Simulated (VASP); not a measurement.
# Te (C2/m) in VASP: further runs, part 2 of 2

VASP 6.6.1. The steps go on from the part before.

## (3) Electric field gradients, LDA

INCAR reads:

```
  PREC = Accurate
  ENCUT = 520
  EDIFF = 1E-8
  ISMEAR = -1
  SIGMA = 0.05
  LREAL = F
  LASPH = T
  NELM = 60
  ALGO = Normal
  ISIF = 2
  LWAVE = F
  LCHARG = F
  LEFG = T
  NBANDS = 16
```

KPOINTS reads:

```
Automatic mesh
0
Gamma
  8 8 8
```

POSCAR reads:

```
Te
1.0
    4.2341000000     -2.3712000000      0.0000000000
    4.2341000000      2.3712000000      0.0000000000
   -0.1304500000      0.0000000000      3.9573500000
Te
3
Direct
    0.6760000000      0.6760000000      0.6750000000
    0.3240000000      0.3240000000      0.3250000000
    0.0000000000      0.0000000000      0.0000000000
```

Potentials or basis: VASP PAW LDA potentials, release 64 (Te).

On the command line:

```
$ cat potpaw_LDA.64/Te/POTCAR > POTCAR
$ mpirun -np 1 vasp_std > vasp.out
```

OUTCAR:

```text
PREC = Accurate
   ENCUT = 520
   EDIFF = 1E-8
   ISMEAR = -1
   LREAL = F
   LASPH = T
   NELM = 60
   ISIF = 2

 ion  position               nearest neighbor table
   1  0.676  0.676  0.675-   3 2.99   2 3.04   2 3.04   3 3.10   3 3.10   2 3.25
   2  0.324  0.324  0.325-   3 2.99   1 3.04   1 3.04   3 3.10   3 3.10   1 3.25
   3  0.000  0.000  0.000-   1 2.99   2 2.99   1 3.10   1 3.10   2 3.10   2 3.10

  LATTYP: Found a base centered monoclinic cell.
 ALAT       =     8.4682000000
 B/A-ratio  =     0.5600245625
 C/A-ratio  =     0.4675727418
 COS(beta)  =    -0.0329460833
[... 677 lines left out ...]

  energy  without entropy=      -11.1019604207  energy(sigma->0) =      -11.10924282

 Electric field gradients (V/A^2)
---------------------------------------------------------------------
 ion       V_xx      V_yy      V_zz      V_xy      V_xz      V_yz
---------------------------------------------------------------------
   1     105.819   163.448  -269.267     0.000   -49.537    -0.000
   2     105.819   163.448  -269.267    -0.000   -49.537    -0.000
   3     243.565    57.570  -301.136     0.000    73.611     0.000
---------------------------------------------------------------------

 Electric field gradients after diagonalization (V/A^2)
 (convention: |V_zz| > |V_xx| > |V_yy|)
----------------------------------------------------------------------
 ion       V_xx      V_yy      V_zz     asymmetry (V_yy - V_xx)/ V_zz
----------------------------------------------------------------------
   1     163.448   112.251  -275.699       0.186
   2     163.448   112.251  -275.699       0.186
   3     253.338    57.570  -310.908       0.630
----------------------------------------------------------------------

           NMR quadrupolar parameters

 Cq : quadrupolar parameter    Cq=e*Q*V_zz/h
 eta: asymmetry parameters     (V_yy - V_xx)/ V_zz
 Q  : nuclear electric quadrupole moment in mb (millibarn)
----------------------------------------------------------------------
 ion       Cq(MHz)       eta       Q (mb)
----------------------------------------------------------------------
   1      -0.667       0.186       1.000
   2      -0.667       0.186       1.000
   3      -0.752       0.630       1.000
----------------------------------------------------------------------
```

OSZICAR:

```text
N       E                     dE             d eps       ncg     rms          rms(c)
DAV:   1     0.671797111174E+02    0.67180E+02   -0.66415E+03  4800   0.911E+02
DAV:   2    -0.729367500979E+01   -0.74473E+02   -0.70743E+02  6496   0.140E+02
DAV:   3    -0.110827238847E+02   -0.37890E+01   -0.37501E+01  5920   0.343E+01
DAV:   4    -0.111288611569E+02   -0.46137E-01   -0.46130E-01  6512   0.471E+00
DAV:   5    -0.111298808905E+02   -0.10197E-02   -0.10197E-02  6296   0.692E-01    0.147E+01
DAV:   6    -0.111207844360E+02    0.90965E-02   -0.38314E-03  6424   0.337E-01    0.899E+00
DAV:   7    -0.111166074414E+02    0.41770E-02   -0.64667E-03  6016   0.422E-01    0.204E-01
DAV:   8    -0.111165303746E+02    0.77067E-04   -0.47869E-04  5912   0.129E-01    0.105E-01
DAV:   9    -0.111165258829E+02    0.44917E-05   -0.44900E-05  6648   0.365E-02    0.321E-02
DAV:  10    -0.111165252419E+02    0.64105E-06   -0.30714E-06  6112   0.104E-02    0.115E-02
DAV:  11    -0.111165252350E+02    0.68935E-08   -0.24270E-07  6648   0.288E-03    0.254E-03
DAV:  12    -0.111165252278E+02    0.72265E-08   -0.20650E-08  5184   0.842E-04
   1 F= -.11116525E+02 E0= -.11109243E+02  d E =-.145648E-01
```

Run time: 3.2 min. Hardware: 1 thread of Intel Xeon 8259CL, shared host; peak memory 0.27 GiB.

What came out:

```yaml
Free_energy: -11.1165 eV
Pressure: 4.8 GPa
Largest_force: 0.461 eV/Å
Band_gap_on_the_k_mesh: zero (bands 9 and 10 overlap by 3.43 eV)
Largest_electric_field_gradient_by_atom: Te -275.7, -310.9 (each value once) V/Å²
```

Forces on the atoms (eV/Å):
```
Te  -0.416  0.000 -0.199
Te   0.416  0.000  0.199
Te   0.000  0.000  0.000
```

Stress tensor (GPa, compression positive):
```
4.23 0.00 0.98
0.00 4.42 0.00
0.98 0.00 5.88
```

Electric field gradients, principal values (V/Å²):
| atom | least | middle | greatest (by size) |
| --- | --- | --- | --- |
| 1 Te | 112.251 | 163.448 | -275.699 |
| 2 Te | 112.251 | 163.448 | -275.699 |
| 3 Te | 57.570 | 253.338 | -310.908 |

Caveat: the cell stands under pressure; without QUAD_EFG the Cq values of the log hold for a quadrupole moment of 1 mb, not for the nuclei; spin-orbit coupling is left out, which moves the levels of the heavy elements.
